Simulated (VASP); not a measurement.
# AlN (P6_3/mmc) in VASP: further runs, part 2 of 2

VASP 6.6.1.

## (4) Single point, PBEsol (volume 8.832 Å^3 an atom, c/a of the conventional cell 1.2949)

Contents of INCAR:

```
SYSTEM = AlN
PREC = Accurate
ENCUT = 520
EDIFF = 1E-7
ISMEAR = 0
SIGMA = 0.05
LREAL = .False.
LASPH = .True.
NELM = 80
ALGO = Normal
ISIF = 2
LWAVE = .False.
LCHARG = .False.
GGA = PS
NBANDS = 16
```

Contents of KPOINTS:

```
regular mesh
0
Gamma
  9 9 6
  0 0 0
```

Contents of POSCAR:

```
AlN
1.0
    3.1582807242      0.0000000000      0.0000000000
   -1.5791403621      2.7351513395      0.0000000000
    0.0000000000      0.0000000000      4.0896577098
Al N
2 2
Direct
    0.3333333333      0.6666666667      0.7500000000
    0.6666666667      0.3333333333      0.2500000000
    0.3333333333      0.6666666667      0.2500000000
    0.6666666667      0.3333333333      0.7500000000
```

Potentials or basis: VASP PAW PBE potentials, release 64 (Al, N).

On the command line:

```bash
$ cat potpaw_PBE.64/Al/POTCAR potpaw_PBE.64/N/POTCAR > POTCAR
$ mpirun -np 1 vasp_std > vasp.out
```

OUTCAR:

```text
SYSTEM = AlN
   PREC = Accurate
   ENCUT = 520
   EDIFF = 1E-7
   ISMEAR = 0
   LREAL = .False.
   LASPH = .True.
   NELM = 80
   ISIF = 2
   GGA = PS

 ion  position               nearest neighbor table
   1  0.333  0.667  0.750-   4 1.82   4 1.82   4 1.82   3 2.04   3 2.04   2 2.74   2 2.74   2 2.74
                             2 2.74   2 2.74   2 2.74
   2  0.667  0.333  0.250-   3 1.82   3 1.82   3 1.82   4 2.04   4 2.04   1 2.74   1 2.74   1 2.74
                             1 2.74   1 2.74   1 2.74
   3  0.333  0.667  0.250-   2 1.82   2 1.82   2 1.82   1 2.04   1 2.04
   4  0.667  0.333  0.750-   1 1.82   1 1.82   1 1.82   2 2.04   2 2.04

  LATTYP: Found a hexagonal cell.
 ALAT       =     3.1582807242
 C/A-ratio  =     1.2949000000

  Lattice vectors:

 A1 = (   3.1582807242,   0.0000000000,   0.0000000000)
 A2 = (  -1.5791403621,   2.7351513395,   0.0000000000)
 A3 = (   0.0000000000,   0.0000000000,   4.0896577098)

Analysis of symmetry for initial positions (statically):
=====================================================================
 Subroutine PRICEL returns:
 Original cell was already a primitive cell.

 Routine SETGRP: Setting up the symmetry group for a
 hexagonal supercell.

 Subroutine GETGRP returns: Found 24 space group operations
 (whereof 12 operations were pure point group operations)
 out of a pool of 24 trial point group operations.

The static configuration has the point symmetry D_3d.
 The point group associated with its full space group is D_6h.

Analysis of symmetry for dynamics (positions and initial velocities):
=====================================================================
 Subroutine PRICEL returns:
 Original cell was already a primitive cell.

 Routine SETGRP: Setting up the symmetry group for a
 hexagonal supercell.

 Subroutine GETGRP returns: Found 24 space group operations
 (whereof 12 operations were pure point group operations)
 out of a pool of 24 trial point group operations.

[... 121 lines left out ...]
   EFERMI_NEDOS =   21; number of points for ismear=-14 and -15
   IALGO  =     38    algorithm
   IMIX   =      4    mixing-type and parameters
     AMIX     =   0.40;   BMIX     =  1.00
     AMIX_MAG =   1.60;   BMIX_MAG =  1.00
  volume/ion in A,a.u.               =       8.83        59.60
  Fermi-wavevector in a.u.,A,eV,Ry     =   1.257212  2.375786 21.505120  1.580582
  Thomas-Fermi vector in A             =   2.390882
   LORBIT       =      0    0 simple, 1 ext, 2 COOP (PROOUT), +10 PAW based schemes
   GGA     = PS    functional components
   LHFCALC =     F    Hartree Fock is set to
   AEXX    =    0.0000 exact exchange contribution
   IVDW    =     0    specifies the selected vdW correction
   LEPSILON=     F    determine dielectric tensor
   LRPA    =     F    only Hartree local field effects (RPA)
 non-spin polarized calculation
 Gauss-broadening in eV      SIGMA  =   0.05
  energy-cutoff  :      520.00
  volume of cell :       35.33
 maximum number of plane-waves:       964
 NGX is ok and might be reduce to    24
   NGX = 11   NGY = 11   NGZ = 15

 number of electron      16.0000005 magnetization

 Free energy of the ion-electron system (eV)
  ---------------------------------------------------
  ext. energy  EPLUGINS =         0.00000000
  ---------------------------------------------------
  free energy    TOTEN  =       -30.60908621 eV

  energy without entropy =      -30.60908621  energy(sigma->0) =      -30.60908621

 E-fermi :   9.5726     XC(G=0): -11.8936

 val. band max:        9.3587154453   @ k =   0.0000   0.0000   0.0000
 cond. band min:      13.3902930483   @ k =   0.0000   0.0000   0.0000
 fundamental gap:      4.0315776031
 Fermi energy:         9.5726144946

 k-point     1 :       0.0000    0.0000    0.0000
  band No.  band energies     occupation
      1      -8.4587      2.00000
      2      -4.3152      2.00000
      3       1.5298      2.00000
      4       5.7182      2.00000
      5       5.7182      2.00000
      6       7.3721      2.00000
[... 433 lines left out ...]
      3       1.9599      2.00000
      4       3.2744      2.00000
      5       3.2744      2.00000
      6       5.7189      2.00000
[... 8 lines left out ...]
     15      21.5030      0.00000
     16      23.5301      0.00000

 [... further k-points ...]
[... 5 lines left out ...]
  --------------------------------------------------------------------------------------
  -------------------------------------------------------------------------------------
  Total        7.3533881      7.3533881      3.8810634      0.0000000      0.0000000      0.0000000
  in kB      333.4870834    333.4870834    176.0119948      0.0000000      0.0000000      0.0000000
  external PRESSURE =     280.9953872 kB  Pullay stress =       0.0000000 kB

 VOLUME and BASIS-vectors are now :
 -----------------------------------------------------------------------------
  energy-cutoff  :      520.00
  volume of cell :       35.33
      direct lattice vectors                 reciprocal lattice vectors
     3.158280724  0.000000000  0.000000000     0.316627965  0.182805241  0.000000000
    -1.579140362  2.735151339  0.000000000     0.000000000  0.365610482  0.000000000
     0.000000000  0.000000000  4.089657710     0.000000000  0.000000000  0.244519241

 POSITION                                       TOTAL-FORCE (eV/Angst)
 -----------------------------------------------------------------------------------
     -0.00000      1.82343      3.06724         0.000000     -0.000000      0.000000
      1.57914      0.91172      1.02241        -0.000000      0.000000      0.000000
     -0.00000      1.82343      1.02241         0.000000     -0.000000      0.000000
      1.57914      0.91172      3.06724         0.000000      0.000000      0.000000
 -----------------------------------------------------------------------------------
    total drift:                               -0.000000      0.000000     -0.000000

  FREE ENERGIE OF THE ION-ELECTRON SYSTEM (eV)
  ---------------------------------------------------
  free  energy   TOTEN  =       -30.6090862145 eV

  energy  without entropy=      -30.6090862145  energy(sigma->0) =      -30.60908621
```

It used 18 s of CPU time on 1 thread of AMD EPYC 7R13 Processor (Zen 3), with other jobs on the host.

What came out:

| Quantity | Value |
| --- | --- |
| Free energy | -30.6091 eV |
| Pressure | 28.1 GPa |
| Band gap on the k mesh | 4.03 eV, direct |

Levels at points of the mesh, in eV from the valence-band top:
```tsv
k point	band 6	band 7	band 8	band 9	band 10	band 11
(0.00, 0.00, 0.00)	-1.99	-1.99	0.00	4.03	5.36	8.87
(0.00, 0.00, 0.50)	-2.86	-2.86	-2.86	6.28	6.28	9.00
```

Caveat: the PAW data sets were made with another functional, which shifts forces and pressure a little. A k mesh can miss the band edges.

## (5) Single point, PBEsol (volume 8.832 Å^3 an atom, c/a of the conventional cell 1.2144)

Contents of INCAR:

```
SYSTEM = AlN
ALGO = Normal
EDIFF = 1E-6
ENCUT = 520
GGA = PS
ISIF = 2
ISMEAR = 0
LASPH = .True.
LCHARG = .True.
LELF = .True.
LREAL = .False.
LVHAR = .True.
LWAVE = .False.
NBANDS = 16
NELM = 80
PREC = Accurate
SIGMA = 0.05
```

Contents of KPOINTS:

```
k-points
0
Gamma
  9 9 6
  0 0 0
```

Contents of POSCAR:

```
AlN
1.0
    3.2265783877      0.0000000000      0.0000000000
   -1.6132891939      2.7942988511      0.0000000000
    0.0000000000      0.0000000000      3.9183567941
Al N
2 2
Direct
    0.3333333333      0.6666666667      0.7500000000
    0.6666666667      0.3333333333      0.2500000000
    0.3333333333      0.6666666667      0.2500000000
    0.6666666667      0.3333333333      0.7500000000
```

On the command line:

```bash
$ cat potpaw_PBE.64/Al/POTCAR potpaw_PBE.64/N/POTCAR > POTCAR
$ mpirun -np 1 vasp_std > vasp.out
```

It used 17 s of CPU time on 1 thread of AMD EPYC 7R13 Processor (Zen 3), with other jobs on the host.

The run converged. Its results:

- Free energy: -30.6482 eV
- Pressure: 26.2 GPa
- Band gap on the k mesh: 4.11 eV, direct

Stress tensor (GPa, compression positive):
```
23.54  0.00  0.00
 0.00 23.54  0.00
 0.00  0.00 31.47
```

Levels at points of the mesh, in eV from the valence-band top:
```
           k point  band 5  band 6  band 7  band 8  band 9  band 10  band 11  band 12
(0.00, 0.00, 0.00)   -3.63   -1.63   -1.63    0.00    4.11     5.34     8.73     8.73
(0.00, 0.00, 0.50)   -2.68   -2.68   -2.68   -2.68    6.38     6.38     8.75     8.75
```

Caveat: the PAW data sets were made with another functional, which shifts forces and pressure a little. A k mesh can miss the band edges.

## (6) Single point, PBEsol (volume 8.832 Å^3 an atom, c/a of the conventional cell 1.2540)

Contents of INCAR:

```
PREC     = Accurate       # precision mode
ENCUT    = 520            # plane-wave cutoff, eV
EDIFF    = 1E-6           # SCF threshold, eV
ISMEAR   = 0              # smearing method
SIGMA    = 0.05           # smearing width, eV
LREAL    = False          # projectors in reciprocal space
LASPH    = True           # aspherical terms in the spheres
NELM     = 80             # most SCF steps
ALGO     = Normal         # electronic algorithm
ISIF     = 2              # what is computed and relaxed
LWAVE    = False          # write WAVECAR
LCHARG   = True           # write CHGCAR
GGA      = PS             # functional
LELF     = True           # ELF
LVHAR    = True         
NBANDS   = 16             # bands
```

Contents of KPOINTS:

```
regular mesh
0
Gamma
  9 9 6
```

Contents of POSCAR:

```
AlN
1.0
    3.1922512565      0.0000000000      0.0000000000
   -1.5961256283      2.7645706834      0.0000000000
    0.0000000000      0.0000000000      4.0030801608
Al N
2 2
Direct
    0.3333333333      0.6666666667      0.7500000000
    0.6666666667      0.3333333333      0.2500000000
    0.3333333333      0.6666666667      0.2500000000
    0.6666666667      0.3333333333      0.7500000000
```

Potentials or basis: VASP PAW PBE potentials, release 64 (Al, N).

On the command line:

```bash
$ cat potpaw_PBE.64/Al/POTCAR potpaw_PBE.64/N/POTCAR > POTCAR
$ mpirun -np 1 vasp_std > vasp.out
```

It used 17 s of CPU time on 1 thread of AMD EPYC 7R13 Processor (Zen 3), on a shared host.

It converged, with:

```
Free energy            : -30.6565 eV
Pressure               : 26.6 GPa
Band gap on the k mesh : 4.07 eV, direct
```

Stress tensor (GPa, compression positive):
```
28.06  0.00  0.00
 0.00 28.06  0.00
 0.00  0.00 23.79
```

Levels at points of the mesh, in eV from the valence-band top:
```csv
k point,band 5,band 6,band 7,band 8,band 9,band 10,band 11,band 12
"(0.00, 0.00, 0.00)",-3.64,-1.82,-1.82,0.00,4.07,5.32,8.77,8.77
"(0.00, 0.00, 0.50)",-2.78,-2.78,-2.78,-2.78,6.31,6.31,8.85,8.85
```

Caveat: the PAW data sets were made with another functional, which shifts forces and pressure a little. A k mesh can miss the band edges.

## (7) The runs side by side

```tsv
cell	gap on the mesh (eV)	pressure (GPa)
a = 3.141, b = 3.141, c = 4.134 Å, angles 90.0, 90.0, 120.0°, 4 atoms	4.02	29.2
a = 3.279, b = 3.279, c = 3.795 Å, angles 90.0, 90.0, 120.0°, 4 atoms	4.17	27.6
a = 3.158, b = 3.158, c = 4.090 Å, angles 90.0, 90.0, 120.0°, 4 atoms	4.03	28.1
a = 3.227, b = 3.227, c = 3.918 Å, angles 90.0, 90.0, 120.0°, 4 atoms	4.11	26.2
a = 3.192, b = 3.192, c = 4.003 Å, angles 90.0, 90.0, 120.0°, 4 atoms	4.07	26.6
```

Alike in all rows: task single point; level PBEsol; potentials or basis VASP PAW PBE potentials, release 64 (Al, N); no spin polarisation; k mesh 9 × 9 × 6; cutoff (eV) 520; smearing gaussian 0.05 eV.

Caveats: the PAW data sets were made with another functional, which shifts forces and pressure a little.

Total energies depend on the potentials used, so only differences within one code and one set of settings carry meaning.
